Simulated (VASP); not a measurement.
A run of VASP 6.6.1 is set up as follows.

INCAR

```
SYSTEM = MoS2
PREC = Accurate ; ENCUT = 520
EDIFF = 1E-6 ; ISMEAR = 0
SIGMA = 0.02 ; LREAL = .False.
LASPH = .True. ; NELM = 60
ALGO = Normal ; ISIF = 2
LWAVE = .False. ; LCHARG = .False.
GGA = PE ; NBANDS = 35
```

Contents of KPOINTS:

```
regular mesh
0
Gamma
  12 12 2
  0 0 0
```

File POSCAR:

```
MoS2
1.0
    3.1855822578      0.0000000000      0.0000000000
   -1.5927911289      2.7587951611      0.0000000000
    0.0000000000      0.0000000000     14.5104515858
Mo S
2 4
Direct
    0.3333333333      0.6666666667      0.2500000000
    0.6666666667      0.3333333333      0.7500000000
    0.3333333333      0.6666666667      0.6423151295
    0.6666666667      0.3333333333      0.1423151295
    0.3333333333      0.6666666667      0.8576848705
    0.6666666667      0.3333333333      0.3576848705
```

Potentials or basis: VASP PAW PBE potentials, release 64 (Mo_sv, S).

Launch:

```bash
$ cat potpaw_PBE.64/Mo_sv/POTCAR potpaw_PBE.64/S/POTCAR > POTCAR
$ mpirun -np 1 vasp_std > vasp.out
```

**Question.** Predict the largest force.

**Answer.** 0.015 eV/Å.

**Question.** Estimate the pressure.

**Answer.** -0.1 GPa.

Forces in eV/Å, atoms in the order of the input:
```
Mo   0.000  0.000  0.000
Mo   0.000  0.000  0.000
S    0.000  0.000  0.015
S    0.000  0.000  0.015
S    0.000  0.000 -0.015
S    0.000  0.000 -0.015
```

Caveat: this functional lacks dispersion, which binds the layers, so the pressure and a relaxed spacing across them are unreliable.

**Measured values to compare with.**

From “Multiwavelength excitation Raman Scattering Analysis of bulk and 2 dimensional MoS2: Vibrational properties of atomically thin MoS2 layers”, 2015, arxiv:1506.03228, for a bulk crystal of MoS2 at 300 K: band gap 1.3 eV (indirect).

Against the measured gap of MoS2, 1.3 eV (indirect; 300 K; “Multiwavelength excitation Raman Scattering Analysis of bulk and 2 dimensional MoS2: Vibrational properties of atomically thin MoS2 layers”, 2015, arxiv:1506.03228), the calculated 1.42 eV is off by +0.12 eV. Spin-orbit coupling on Mo is left out. The value is that of PBE on a finite k mesh, which can miss the band edges, without temperature or zero-point motion.
